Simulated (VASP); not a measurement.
Here is a VASP 6.6.1 calculation.

The input INCAR:

```
SYSTEM = GdHAu2
ALGO = Normal ; EDIFF = 1E-6
ENCUT = 520 ; GGA = PE
ISIF = 2 ; ISMEAR = 0
ISPIN = 2 ; LASPH = .TRUE.
LCHARG = .FALSE. ; LMAXMIX = 6
LORBIT = 11 ; LREAL = .FALSE.
LWAVE = .FALSE. ; MAGMOM = 7 0 0 0
NBANDS = 32 ; NELM = 150
PREC = Accurate ; SIGMA = 0.1
```

Contents of KPOINTS:

```
k-points
0
G
  4 4 4
  0 0 0
```

The input POSCAR:

```
GdHAu2
1.0
    3.8714349200      0.0000000000      0.0000000000
    0.0000000000      3.8714349200      0.0000000000
    0.0000000000      0.0000000000      6.0528414200
Gd H Au
1 1 2
Direct
    0.0000000000      0.0000000000      0.0000000000
    0.5000000000      0.5000000000      0.5000000000
    0.5000000000      0.5000000000      0.8257348300
    0.5000000000      0.5000000000      0.1742651700
```

Potentials or basis: VASP PAW PBE potentials, release 64 (Gd, H, Au).

Launch:

```sh
$ cat potpaw_PBE.64/Gd/POTCAR potpaw_PBE.64/H/POTCAR potpaw_PBE.64/Au/POTCAR > POTCAR
$ mpirun -np 1 vasp_std > vasp.out
```

(1) What does it give for the pressure?

(2) Estimate the band gap on the k mesh.

## Answers

(1) 23.1 GPa.

(2) zero (filled and empty bands overlap).

Caveat: the k points lie up to 0.41 Å⁻¹ apart, too coarse for converged energies and pressures of a metal; spin-orbit coupling is left out, which moves the levels of the heavy elements; semilocal functionals describe open f shells poorly, which spoils levels, moments and volumes; forces of over 1 eV/Å act on the atoms, so gaps and moduli don't describe the material at rest.
